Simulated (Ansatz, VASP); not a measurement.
## One calculation of SiC, two programs

The input INCAR:

```
  ALGO = Normal
  EDIFF = 1E-7
  ENCUT = 520
  GGA = PE
  ISIF = 2
  ISMEAR = -1
  LASPH = T
  LCHARG = F
  LREAL = F
  LWAVE = F
  NBANDS = 16
  NELM = 100
  PREC = Accurate
  SIGMA = 0.1
```

The input KPOINTS:

```
k-points
0
Gamma
  13 13 7
```

The input POSCAR:

```
SiC
1.0
    3.0293613724      0.0000000000      0.0000000000
   -1.5146806862      2.6235039058      0.0000000000
    0.0000000000      0.0000000000      4.9688557664
Si C
2 2
Direct
    0.3333333333      0.6666666667      0.0001023383
    0.6666666667      0.3333333333      0.5001023383
    0.3333333333      0.6666666667      0.3758976617
    0.6666666667      0.3333333333      0.8758976617
```

Input for Ansatz:

```yaml
crystal:
  lattice:
    - [3.0293613724, 0.0, 0.0]
    - [-1.5146806862, 2.6235039058, 0.0]
    - [0.0, 0.0, 4.9688557664]
  atoms:
    - { symbol: Si, position: [0.3333333333, 0.6666666667, 0.0001023383] }
    - { symbol: Si, position: [0.6666666667, 0.3333333333, 0.5001023383] }
    - { symbol: C, position: [0.3333333333, 0.6666666667, 0.3758976617] }
    - { symbol: C, position: [0.6666666667, 0.3333333333, 0.8758976617] }
kpoints:
  mp_grid: { grid: [13, 13, 7] }
scf:
  occupations: { method: fermi_dirac, width: 0.1 }
hamiltonian:
  xc: pbe
  pseudopotentials: { kind: all_electron, lapw: { basis_error: 0.001 } }
output:
  forces: true
  stress: true
  eigenvalues: true
  populations: true
```

Change from the starting cell: volume scaled by 0.94, LAPW.

Alike in both runs: task single point; functional PBE; k mesh 13 × 13 × 7; occupations fermi-dirac, width 0.1 eV; no spin polarisation.

```csv
,VASP,Ansatz
version,VASP 6.6.1,Ansatz 0.2.0
potentials or method,"VASP PAW PBE potentials, release 64 (Si, C), cutoff 520 eV","all-electron LAPW, scalar-relativistic"
```

Ansatz gave:

| Property | Result |
| --- | --- |
| pressure (GPa) | 14.9 |

Estimate VASP's values.

pressure (GPa): 14.8.

Ansatz ran all-electron here, and VASP with PAW potentials.
